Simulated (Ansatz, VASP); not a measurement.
## One calculation of Pb, two programs

Contents of INCAR:

```
PREC     = Accurate       # precision mode
ENCUT    = 520            # plane-wave cutoff, eV
EDIFF    = 1E-6           # SCF threshold, eV
ISMEAR   = -1             # smearing method
SIGMA    = 0.1            # smearing width, eV
LREAL    = F              # projectors in reciprocal space
LASPH    = T              # aspherical terms in the spheres
NELM     = 80             # most SCF steps
ALGO     = Normal         # electronic algorithm
ISIF     = 2              # what is computed and relaxed
LWAVE    = F              # write WAVECAR
LCHARG   = T              # write CHGCAR
GGA      = PE             # functional
LELF     = T              # ELF
LVHAR    = T            
NBANDS   = 21             # bands
```

File KPOINTS:

```
regular mesh
0
Gamma
  12 12 6
```

File POSCAR:

```
Pb
1.0
    3.5061614187      0.0000000000      0.0000000000
   -1.7530807094      3.0364248584      0.0000000000
    0.0000000000      0.0000000000      5.7491628585
Pb
2
Direct
    0.3333333333      0.6666666667      0.2500000000
    0.6666666667      0.3333333333      0.7500000000
```

Input for Ansatz:

```yaml
crystal:
  lattice:
    - [3.5061614187, 0.0, 0.0]
    - [-1.7530807094, 3.0364248584, 0.0]
    - [0.0, 0.0, 5.7491628585]
  atoms:
    - { symbol: Pb, position: [0.3333333333, 0.6666666667, 0.25] }
    - { symbol: Pb, position: [0.6666666667, 0.3333333333, 0.75] }
hamiltonian:
  xc: pbe
  pseudopotentials:
    kind: paw
    azcp:
      Pb: "pseudopotentials/Pb.paw.azcp"
basis:
  ecutwfc: 420
  fft_grid_basis: typed
kpoints:
  mp_grid: { grid: [12, 12, 6], shift: [0, 0, 0] }
magnetization:
  spin_polarized: false
scf:
  occupations: { method: fermi_dirac, width: 0.1 }
  lower_state_search: "off"
output:
  stress: true
  write_density: true
  write_potential: true
  elf: true
  volumetric_format: npy
```

Alike in both runs: task single point; functional PBE; k mesh 12 × 12 × 6; occupations fermi-dirac, width 0.1 eV; no spin polarisation.

|  | VASP | Ansatz |
| --- | --- | --- |
| version | VASP 6.6.1 | Ansatz 0.2.0 |
| potentials or method | VASP PAW PBE potentials, release 64 (Pb_d), cutoff 520 eV | plane waves (420 eV) with PAW, scalar-relativistic |
| valence electrons in the cell | 28 | 28 |

|  | VASP | Ansatz | Ansatz less VASP |
| --- | --- | --- | --- |
| pressure (GPa) | 1.6 | 1.7 | +0.04 |
| traceless stress, the component that is largest in VASP (GPa) | 0.18 | 0.18 | -0.003 |

Neither program's run includes spin-orbit coupling.
